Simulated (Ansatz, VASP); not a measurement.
## NaCu in VASP and in Ansatz

```
Na Cu
1.0
     2.94224    0.00000    0.00000
     0.00000    2.94224    0.00000
     0.00000    0.00000    4.04091
Na Cu
1 1
Direct
  0.00000 0.00000 0.00000
  0.50000 0.50000 0.50000
```

Alike in both runs: task band structure; functional revPBE; k mesh 9 × 9 × 7; occupations fermi-dirac, width 0.05 eV; no spin polarisation.

|  | VASP | Ansatz |
| --- | --- | --- |
| version | VASP 6.6.1 | Ansatz 0.2.0 |
| potentials or method | VASP PAW PBE potentials, release 64 (Na_pv, Cu) | Ansatz PAW |
| plane-wave cutoff (eV) | 520 | 420 |
| valence electrons in the cell | 18 | 28 |

```csv
,VASP,Ansatz,Ansatz less VASP
gap on the k mesh at the Fermi level (eV),none,none,-
pressure (GPa),5.0,4.9,-0.13
"traceless stress, the component that is largest in VASP (GPa)",2.36,2.42,+0.063
```

VASP's potentials were made for PBE, not for revPBE. A gap of «none» marks a metal or a gap that the smearing closes. VASP's potentials hold 18 valence electrons a cell and Ansatz's 28, so a difference there can come from the potentials and not from the codes.
